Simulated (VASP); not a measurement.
A run of VASP 6.6.1 is set up as follows.

File INCAR:

```
SYSTEM = Au
PREC     = Accurate       ! precision mode
ENCUT    = 520            ! plane-wave cutoff, eV
EDIFF    = 1E-6           ! SCF threshold, eV
ISMEAR   = 0              ! smearing method
SIGMA    = 0.1            ! smearing width, eV
LREAL    = .False.        ! projectors in reciprocal space
LASPH    = .True.         ! aspherical terms in the spheres
NELM     = 60             ! most SCF steps
ALGO     = Fast           ! electronic algorithm
ISIF     = 2              ! what is computed and relaxed
LWAVE    = .False.        ! write WAVECAR
LCHARG   = .False.        ! write CHGCAR
GGA      = PS             ! functional
NBANDS   = 18             ! bands
```

The input KPOINTS:

```
regular mesh
0
Gamma
  18 18 14
  0 0 0
```

POSCAR

```
Au
1.0
    2.0010423362      2.0010423362      0.0000000000
   -2.0010423362      2.0010423362      0.0000000000
    0.0000000000      0.0000000000      4.0020846723
Au
2
Direct
    0.0000000000      0.0000000000      0.0000000000
    0.5000000000      0.5000000000      0.5000000000
```

Potentials or basis: VASP PAW PBE potentials, release 64 (Au).

Command:

```bash
$ cat potpaw_PBE.64/Au/POTCAR > POTCAR
$ mpirun -np 1 vasp_std > vasp.out
```

(1) Predict the band gap on the k mesh.

(2) Estimate the pressure.

Results:

(1) zero (bands 11 and 12 overlap by 7.78 eV).

(2) 12.2 GPa.

Caveat: the cell differs from its parent crystal (equal strain along all axes, cell held: -2.0 %); the cell stands under pressure; the PAW data sets were made with another functional, which shifts forces and pressure a little; spin-orbit coupling is left out, which moves the levels of the heavy elements.
